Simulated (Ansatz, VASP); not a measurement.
Co: VASP beside Ansatz

```
Co
1.0
     0.00000    3.11626    3.11626
     3.11626    0.00000    3.11626
     3.11626    3.11626    0.00000
Co
2
Cartesian
  0.0000 0.0000 0.0000
  1.5581 1.5581 1.5581
```

Alike in both runs: task single point; functional PBE; k mesh 6 × 6 × 6; occupations gaussian, width 0.1 eV; collinear spin.

```csv
,VASP,Ansatz
version,VASP 6.6.1,Ansatz 0.2.0
potentials or method,"VASP PAW PBE potentials, release 64 (Co), cutoff 520 eV","scalar-relativistic, plane waves, PAW"
valence electrons in the cell,18,34
```

```tsv
	VASP	Ansatz	Ansatz less VASP
gap on the k mesh at the Fermi level (eV)	none	none	-
pressure (GPa)	-14.0	-14.2	-0.27
net moment per atom (μB)	1.96	1.97	+0.008
size of the moment on the site where the two differ most (μB)	2.05	2.09	+0.038
```

Site moments also hang on the region over which each program counts them. A gap of «none» marks a metal or a gap that the smearing closes. VASP's potentials hold 18 valence electrons a cell and Ansatz's 34, so a difference there can come from the potentials and not from the codes.
